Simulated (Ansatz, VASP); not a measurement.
**Mo in VASP and in Ansatz**

```xyz
2
Lattice="2.9614 0.0000 0.0000 0.0000 2.9614 0.0000 0.0000 0.0000 2.9614" Properties=species:S:1:pos:R:3 pbc="T T T"
Mo    0.0000    0.0000    0.0000
Mo    1.4807    1.4807    1.4807
```

Change from the starting cell: equal strain along all axes, cell held, atoms relaxed: -6.0 %.

Alike in both runs: task single point; functional r2SCAN; k mesh 16 × 16 × 16; occupations gaussian, width 0.1 eV; no spin polarisation.

```csv
,VASP,Ansatz
version,VASP 6.6.1,Ansatz 0.2.0
potentials or method,"VASP PAW PBE potentials, release 64 (Mo_sv), cutoff 520 eV","scalar-relativistic, plane waves, PAW"
valence electrons in the cell,28,28
```

```csv
,VASP,Ansatz,Ansatz less VASP
gap on the k mesh at the Fermi level (eV),none,none,-
pressure (GPa),75.8,73.3,-2.53
```

VASP's potentials were made for PBE, not for r2SCAN. A gap of «none» marks a metal or a gap that the smearing closes. Both programs put the cell under a high pressure, so it lies far from rest at this level. With one functional, cell and mesh, what is left measures potentials, basis and numerics.

Noted on VASP's run: the cell as given lies far from equilibrium.
